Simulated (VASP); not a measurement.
# Ca in VASP: single point with PBE

Aim: the single point of Ca with PBE.

Everything below comes from runs of VASP 6.6.1. Logs are shortened: lines on timing, memory, paths and dates and some standing lists are left out, and cuts for length are marked.

**1. The cell of the first run**

The typed cell holds 1 atom: a = 3.803 Å, b = 3.803 Å, c = 3.803 Å, α = 107.11°, β = 107.01°, γ = 114.40°.

**2. Single point, PBE (the cell strained at random)**

INCAR reads:

```
SYSTEM = Ca
  PREC = Accurate
  ENCUT = 520
  EDIFF = 1E-7
  ISMEAR = 0
  SIGMA = 0.05
  LREAL = .False.
  LASPH = .True.
  NELM = 60
  ALGO = Fast
  ISIF = 2
  LWAVE = .False.
  LCHARG = .False.
  GGA = PE
  NBANDS = 11
```

KPOINTS reads:

```
Automatic mesh
0
Gamma
  7 7 7
  0 0 0
```

POSCAR reads:

```
Ca
1.0
   -2.2601007305      2.2607929023      2.0595073985
    2.2578151108     -2.2621950355      2.0603277259
    2.2603997609      2.2624205624     -2.0576404522
Ca
1
Direct
    0.5303510000      0.4877790000      0.0083340000
```

Potentials or basis: VASP PAW PBE potentials, release 64 (Ca_sv).

Launch:

```sh
cat potpaw_PBE.64/Ca_sv/POTCAR > POTCAR
mpirun -np 1 vasp_std > vasp.out
```

OUTCAR:

```text
SYSTEM = Ca
   PREC = Accurate
   ENCUT = 520
   EDIFF = 1E-7
   ISMEAR = 0
   LREAL = .False.
   LASPH = .True.
   NELM = 60
   ISIF = 2
   GGA = PE

 ion  position               nearest neighbor table
   1  0.530  0.488  0.008-

  LATTYP: Found a triclinic cell.
 ALAT       =     3.8026577273
 B/A-ratio  =     1.1881731148
 C/A-ratio  =     1.0834096288
 COS(alpha) =     0.0000399632
 COS(beta)  =     0.5416855121
 COS(gamma) =     0.5940390544

  Lattice vectors:

 A1 = (   2.2578151108,  -2.2621950355,   2.0603277259)
 A2 = (   4.5182148717,   0.0002255269,   0.0026872737)
 A3 = (  -0.0022856197,  -0.0014021332,   4.1198351244)

Analysis of symmetry for initial positions (statically):
=====================================================================
 Subroutine PRICEL returns:
 Original cell was already a primitive cell.

 Routine SETGRP: Setting up the symmetry group for a
 triclinic supercell.

 Subroutine GETGRP returns: Found  2 space group operations
 (whereof  1 operations were pure point group operations)
 out of a pool of  2 trial point group operations.

The static configuration has the point symmetry C_1 .
 The point group associated with its full space group is S_2 .

Analysis of symmetry for dynamics (positions and initial velocities):
=====================================================================
 Subroutine PRICEL returns:
 Original cell was already a primitive cell.

 Routine SETGRP: Setting up the symmetry group for a
 triclinic supercell.

 Subroutine GETGRP returns: Found  2 space group operations
 (whereof  1 operations were pure point group operations)
 out of a pool of  2 trial point group operations.

The dynamic configuration has the point symmetry C_1 .
 The point group associated with its full space group is S_2 .

 Subroutine INISYM returns: Found  2 space group operations
 (whereof  1 operations are pure point group operations),
 and found     1 'primitive' translations

----------------------------------------------------------------------------------------

                                     Primitive cell

  volume of cell :      42.0982

  direct lattice vectors                    reciprocal lattice vectors
    -2.260100731  2.260792902  2.059507399    -0.000155441  0.220981555  0.242803282
     2.257815111 -2.262195036  2.060327726     0.221181915 -0.000114859  0.242850829
     2.260399761  2.262420562 -2.057640452     0.221315196  0.221067048  0.000198020

  length of vectors
     3.802737249  3.802657727  3.802872350     0.328308248  0.328478277  0.312811597

  position of ions in fractional coordinates (direct lattice)
     0.530351000  0.487779000  0.008334000

  ion indices of the primitive-cell ions
   primitive index   ion index
                 1           1

----------------------------------------------------------------------------------------

 KPOINTS: Automatic mesh

Automatic generation of k-mesh.
 Grid dimensions read from file:
 generate k-points for:    7    7    7

 Generating k-lattice:

  Cartesian coordinates                     Fractional coordinates (reciprocal lattice)
    -0.000022206  0.031568794  0.034686183     0.142857143  0.000000000 -0.000000000
     0.031597416 -0.000016408  0.034692976     0.000000000  0.142857143 -0.000000000
     0.031616457  0.031581007  0.000028289    -0.000000000 -0.000000000  0.142857143

  Length of vectors
     0.046901178  0.046925468  0.044687371

  Shift w.r.t. Gamma in fractional coordinates (k-lattice)
     0.000000000  0.000000000  0.000000000

 Subroutine IBZKPT returns following result:
 ===========================================

 Found    172 irreducible k-points:

 Following reciprocal coordinates:
            Coordinates               Weight
  0.000000  0.000000  0.000000      1.000000
  0.142857  0.000000  0.000000      2.000000
  0.285714 -0.000000  0.000000      2.000000
  0.428571 -0.000000  0.000000      2.000000
  0.000000  0.142857  0.000000      2.000000
  0.142857  0.142857  0.000000      2.000000
[... 16 lines left out ...]
 -0.428571  0.428571  0.000000      2.000000
 -0.285714  0.428571 -0.000000      2.000000
 [... further k-points ...]
   k-points           NKPTS =    172   k-points in BZ     NKDIM =    172   number of bands    NBANDS=     11
   number of dos      NEDOS =    301   number of ions     NIONS =      1
   total plane-waves  NPLWV =  21952
   dimension x,y,z NGX =    28 NGY =   28 NGZ =   28
   dimension x,y,z NGXF=    56 NGYF=   56 NGZF=   56
   ions per type =               1
   NGX,Y,Z   is equivalent  to a cutoff of  12.24, 12.24, 12.24 a.u.
   NGXF,Y,Z  is equivalent  to a cutoff of  24.48, 24.48, 24.48 a.u.
 SYSTEM =  Ca
   PREC   = accura    normal or accurate (medium, high low for compatibility)
   ISTART =      0    job   : 0-new  1-cont  2-samecut
   ICHARG =      2    charge: 1-file 2-atom 10-const
   ISPIN  =      1    spin polarized calculation?
   LNONCOLLINEAR =      F non collinear calculations
   LSORBIT =      F    spin-orbit coupling
   LASPH  =      T    aspherical Exc in radial PAW
   ENCUT  =  520.0 eV  38.22 Ry    6.18 a.u.   7.07  7.07  7.07*2*pi/ulx,y,z
   NELM   =     60;   NELMIN=  2; NELMDL= -5     # of ELM steps
   EDIFF  = 0.1E-06   stopping-criterion for ELM
   LREAL  =      F    real-space projection
   EDIFFG = 0.1E-05   stopping-criterion for IOM
   NSW    =      0    number of steps for IOM
   IBRION =     -1    ionic relax: 0-MD 1-quasi-New 2-CG
   NFREE  =      0    steps in history (QN), initial steepest desc. (CG)
   ISIF   =      2    stress and relaxation
   ISYM   =      2    0-nonsym 1-usesym 2-fastsym
   POTIM  = 0.5000    time-step for ionic-motion
   TEBEG  =    0.0;   TEEND  =   0.0 temperature during run
   PSTRESS=    0.0 pullay stress
   NELECT =      10.0000    total number of electrons
   NUPDOWN=      -1.0000    fix difference up-down
   EMIN   =  10.00;   EMAX   =-10.00  energy-range for DOS
   EFERMI =   0.00;   METHOD = LEGACY
   ISMEAR =     0;   SIGMA  =   0.05  broadening in eV -4-tet -1-fermi 0-gaus
   EFERMI_NEDOS =   21; number of points for ismear=-14 and -15
   IALGO  =     68    algorithm
   IMIX   =      4    mixing-type and parameters
     AMIX     =   0.40;   BMIX     =  1.00
     AMIX_MAG =   1.60;   BMIX_MAG =  1.00
  volume/ion in A,a.u.               =      42.10       284.09
  Fermi-wavevector in a.u.,A,eV,Ry     =   1.013881  1.915957 13.986162  1.027954
  Thomas-Fermi vector in A             =   2.147075
   LORBIT       =      0    0 simple, 1 ext, 2 COOP (PROOUT), +10 PAW based schemes
   GGA     = PE    functional components
   LHFCALC =     F    Hartree Fock is set to
   AEXX    =    0.0000 exact exchange contribution
   IVDW    =     0    specifies the selected vdW correction
   LEPSILON=     F    determine dielectric tensor
   LRPA    =     F    only Hartree local field effects (RPA)
 non-spin polarized calculation
 RMM-DIIS sequential band-by-band and
 Gauss-broadening in eV      SIGMA  =   0.05
  energy-cutoff  :      520.00
  volume of cell :       42.10
 maximum number of plane-waves:      1168
   NGX = 15   NGY = 15   NGZ = 15

 number of electron      10.0000000 magnetization

 Free energy of the ion-electron system (eV)
  ---------------------------------------------------
  ext. energy  EPLUGINS =         0.00000000
  ---------------------------------------------------
  free energy    TOTEN  =        -1.92147317 eV

  energy without entropy =       -1.92091771  energy(sigma->0) =       -1.92119544

 E-fermi :   2.0047     XC(G=0):  -7.7424

 val. band max:        1.8993521990   @ k =  -0.4286  -0.4286   0.1429
 cond. band min:       2.0281427844   @ k =  -0.2857   0.4286   0.4286
 fundamental gap:      0.1287905854
 Fermi energy:         2.0046889808

 k-point     1 :       0.0000    0.0000    0.0000
  band No.  band energies     occupation
      1     -40.0455      2.00000
      2     -20.9720      2.00000
      3     -20.9544      2.00000
      4     -20.9544      2.00000
      5      -2.0566      2.00000
      6       4.0399      0.00000
      7       4.4822      0.00000
      8       4.4867      0.00000
      9       5.0531      0.00000
     10       5.6129      0.00000
     11      11.8613      0.00000

 k-point     2 :       0.1429    0.0000    0.0000
  band No.  band energies     occupation
      1     -40.0426      2.00000
      2     -20.9941      2.00000
      3     -20.9637      2.00000
      4     -20.9608      2.00000
      5      -1.6773      2.00000
      6       3.9684      0.00000
      7       4.2440      0.00000
      8       4.5877      0.00000
      9       5.1018      0.00000
     10       5.4486      0.00000
     11      11.8321      0.00000

 k-point     3 :       0.2857   -0.0000    0.0000
  band No.  band energies     occupation
      1     -40.0360      2.00000
      2     -21.0527      2.00000
      3     -20.9847      2.00000
      4     -20.9651      2.00000
      5      -0.6243      2.00000
      6       3.4155      0.00000
      7       3.5520      0.00000
      8       5.2930      0.00000
      9       5.3381      0.00000
     10       5.4392      0.00000
     11       9.4804      0.00000

 k-point     4 :       0.4286   -0.0000    0.0000
  band No.  band energies     occupation
      1     -40.0306      2.00000
      2     -21.0999      2.00000
      3     -21.0013      2.00000
      4     -20.9675      2.00000
      5       0.7711      2.00000
      6       2.4347      0.00000
      7       3.2356      0.00000
      8       5.3180      0.00000
      9       5.7921      0.00000
     10       6.2049      0.00000
     11       7.6998      0.00000

 k-point     5 :       0.0000    0.1429    0.0000
  band No.  band energies     occupation
      1     -40.0426      2.00000
      2     -20.9940      2.00000
      3     -20.9638      2.00000
      4     -20.9608      2.00000
      5      -1.6770      2.00000
      6       3.9664      0.00000
      7       4.2478      0.00000
      8       4.5846      0.00000
      9       5.1032      0.00000
     10       5.4482      0.00000
     11      11.7959      0.00000
[... 211 lines left out ...]
 k-point    21 :       0.2857    0.4286    0.0000
  band No.  band energies     occupation
      1     -40.0293      2.00000
      2     -21.0716      2.00000
      3     -21.0398      2.00000
      4     -20.9742      2.00000
      5       1.4257      2.00000
      6       2.4202      0.00000
      7       2.8969      0.00000
      8       5.3504      0.00000
      9       5.4067      0.00000
     10       6.7876      0.00000
     11       6.9917      0.00000

 k-point    22 :       0.4286    0.4286    0.0000
  band No.  band energies     occupation
      1     -40.0305      2.00000
      2     -21.0867      2.00000
      3     -21.0229      2.00000
      4     -20.9593      2.00000
      5       1.2614      2.00000
      6       1.8338      2.00000
      7       3.5210      0.00000
      8       4.9696      0.00000
      9       5.5076      0.00000
     10       6.5143      0.00000
     11       7.0968      0.00000

 k-point    23 :      -0.4286    0.4286    0.0000
  band No.  band energies     occupation
      1     -40.0322      2.00000
      2     -21.0893      2.00000
      3     -21.0097      2.00000
      4     -20.9493      2.00000
      5       0.5525      2.00000
      6       2.1598      0.00001
      7       3.7591      0.00000
      8       4.9429      0.00000
      9       5.4995      0.00000
     10       6.2074      0.00000
     11       7.4569      0.00000

 k-point    24 :      -0.2857    0.4286   -0.0000
  band No.  band energies     occupation
      1     -40.0329      2.00000
      2     -21.0682      2.00000
      3     -21.0112      2.00000
      4     -20.9601      2.00000
      5       0.1417      2.00000
      6       2.7061      0.00000
      7       3.6428      0.00000
      8       4.9774      0.00000
      9       5.4981      0.00000
     10       6.0212      0.00000
     11       7.9276      0.00000

 [... further k-points ...]
[... 5 lines left out ...]
  --------------------------------------------------------------------------------------
  -------------------------------------------------------------------------------------
  Total        0.0051642      0.0039818      0.0008426     -0.0009147     -0.0004348     -0.0002385
  in kB        0.1965413      0.1515379      0.0320661     -0.0348114     -0.0165492     -0.0090778
  external PRESSURE =       0.1267151 kB  Pullay stress =       0.0000000 kB

 VOLUME and BASIS-vectors are now :
 -----------------------------------------------------------------------------
  energy-cutoff  :      520.00
  volume of cell :       42.10
      direct lattice vectors                 reciprocal lattice vectors
    -2.260100731  2.260792902  2.059507399    -0.000155441  0.220981555  0.242803282
     2.257815111 -2.262195036  2.060327726     0.221181915 -0.000114859  0.242850829
     2.260399761  2.262420562 -2.057640452     0.221315196  0.221067048  0.000198020

 POSITION                                       TOTAL-FORCE (eV/Angst)
 -----------------------------------------------------------------------------------
     -0.07849      0.11442      2.08010        -0.000000     -0.000000     -0.000000
 -----------------------------------------------------------------------------------
    total drift:                                0.000002     -0.000004     -0.000000

  FREE ENERGIE OF THE ION-ELECTRON SYSTEM (eV)
  ---------------------------------------------------
  free  energy   TOTEN  =        -1.9214731666 eV

  energy  without entropy=       -1.9209177123  energy(sigma->0) =       -1.92119544
```

Run time: 38 s. Hardware: 1 thread of Intel Xeon 6975P-C (Granite Rapids), shared host; peak memory 0.21 GiB.

Results:

| Item | Value |
| --- | --- |
| Free energy | -1.9215 eV |
| Pressure | 0.0 GPa |
| Band gap on the k mesh | zero (bands 5 and 6 overlap by 0.35 eV) |

Levels at points of the mesh, in eV from the Fermi level:
```
           k point  band 3  band 4  band 5  band 6  band 7  band 8
(0.00, 0.00, 0.00)  -22.96  -22.96   -4.06    2.04    2.48    2.48
```

Caveat: the cell differs from its parent crystal (the cell strained at random).

The gap in the log of VASP goes by the Fermi energy; the results here count the filled bands.